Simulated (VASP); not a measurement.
Input of a VASP 6.6.1 run:

INCAR

```
ALGO     = Normal         # electronic algorithm
EDIFF    = 1E-7           # SCF threshold, eV
ENCUT    = 520            # plane-wave cutoff, eV
GGA      = PE             # functional
ISIF     = 2              # what is computed and relaxed
ISMEAR   = 1              # smearing method
LASPH    = True           # aspherical terms in the spheres
LCHARG   = True           # write CHGCAR
LELF     = True           # ELF
LREAL    = False          # projectors in reciprocal space
LVHAR    = True         
LWAVE    = False          # write WAVECAR
NBANDS   = 22             # bands
NELM     = 60             # most SCF steps
PREC     = Accurate       # precision mode
SIGMA    = 0.0883         # smearing width, eV
```

KPOINTS

```
k-points
0
Gamma
  5 5 3
```

POSCAR

```
LaAl2Sb2
1.0
    2.3170260000      4.0132050000      0.0000000000
   -2.3170260000      4.0132050000      0.0000000000
    0.0000000000      0.0000000000      7.5630910000
Sb Al La
2 2 1
Direct
    0.3333000000      0.3334000000      0.2719200000
    0.6667000000      0.6666000000      0.7280800000
    0.3333000000      0.3334000000      0.6387000000
    0.6667000000      0.6666000000      0.3613000000
    0.0000000000      0.0000000000      0.0000000000
```

Potentials or basis: VASP PAW PBE potentials, release 64 (Sb, Al, La).

Run with:

```sh
$ cat potpaw_PBE.64/Sb/POTCAR potpaw_PBE.64/Al/POTCAR potpaw_PBE.64/La/POTCAR > POTCAR
$ mpirun -np 1 vasp_std > vasp.out
```

Q: Estimate the largest force.

A: 0.367 eV/Å.

Q: Predict the band gap on the k mesh.

A: Zero (an odd number of electrons rules out a gap without spin polarisation).

Stress tensor (GPa, compression positive):
```
 1.05  0.01  0.00
 0.01  1.06  0.00
 0.00  0.00 -2.47
```

Caveat: spin-orbit coupling is left out, which moves the levels of the heavy elements.
